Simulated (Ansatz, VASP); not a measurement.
# Two plane-wave programs on Ti4C

The input INCAR:

```
PREC = Accurate ; ENCUT = 600
EDIFF = 1E-6 ; ISMEAR = 0
SIGMA = 0.1 ; LREAL = F
LASPH = T ; NELM = 100
ALGO = Normal ; ISIF = 3
LWAVE = F ; LCHARG = F
GGA = PE ; IBRION = 2
NSW = 90 ; EDIFFG = -0.04
```

Contents of KPOINTS:

```
Automatic mesh
0
Gamma
  4 4 4
```

Contents of POSCAR:

```
Ti4C
1.0
    0.0000000000      3.3828743800      3.3828743800
    3.3828743800      0.0000000000      3.3828743800
    3.3828743800      3.3828743800      0.0000000000
Ti C
4 1
Direct
    0.6161484300      0.6161484300      0.6161484300
    0.6161484300      0.6161484300      0.1515547000
    0.6161484300      0.1515547000      0.6161484300
    0.1515547000      0.6161484300      0.6161484300
    0.7500000000      0.7500000000      0.7500000000
```

Input for Ansatz:

```yaml
crystal:
  lattice:
    - [0.0, 3.38287438, 3.38287438]
    - [3.38287438, 0.0, 3.38287438]
    - [3.38287438, 3.38287438, 0.0]
  atoms:
    - { symbol: Ti, position: [0.61614843, 0.61614843, 0.61614843] }
    - { symbol: Ti, position: [0.61614843, 0.61614843, 0.1515547] }
    - { symbol: Ti, position: [0.61614843, 0.1515547, 0.61614843] }
    - { symbol: Ti, position: [0.1515547, 0.61614843, 0.61614843] }
    - { symbol: C, position: [0.75, 0.75, 0.75] }
basis:
  ecutwfc: 420
kpoints:
  mp_grid: { grid: [4, 4, 4] }
hamiltonian:
  xc: pbe
scf:
  occupations: { method: gaussian, width: 0.1 }
  lower_state_search: "off"
output:
  forces: true
  stress: true
  eigenvalues: true
relax:
  adjacent_minimum: "off"
  f_tol: 0.04
  max_steps: 70
  cell: { stress_tol: 0.4 }
```

Alike in both runs: task relaxation of cell and atoms; functional PBE; k mesh 4 × 4 × 4; occupations gaussian, width 0.1 eV; no spin polarisation.

|  | VASP | Ansatz |
| --- | --- | --- |
| version | VASP 6.6.1 | Ansatz 0.2.0 |
| potentials or method | VASP PAW PBE potentials, release 64 (Ti_sv, C), cutoff 600 eV | scalar-relativistic, plane waves, PAW |
| valence electrons in the cell | 52 | 52 |

|  | VASP | Ansatz | Ansatz less VASP |
| --- | --- | --- | --- |
| gap on the k mesh at the Fermi level, each at its own relaxed structure (eV) | none | none | - |
| relaxed volume (Å³/atom) | 29.90 | 30.35 | +0.454 |
| relaxed cell length with the largest relative difference (Å) | 5.957 | 5.987 | +0.0300 |

A gap of «none» marks a metal or a gap that the smearing closes.

The k mesh is coarse, so the values compare programs but aren't converged. Noted on VASP's run: the volume moved by over 15 % at a fixed basis, so the end points are rough.
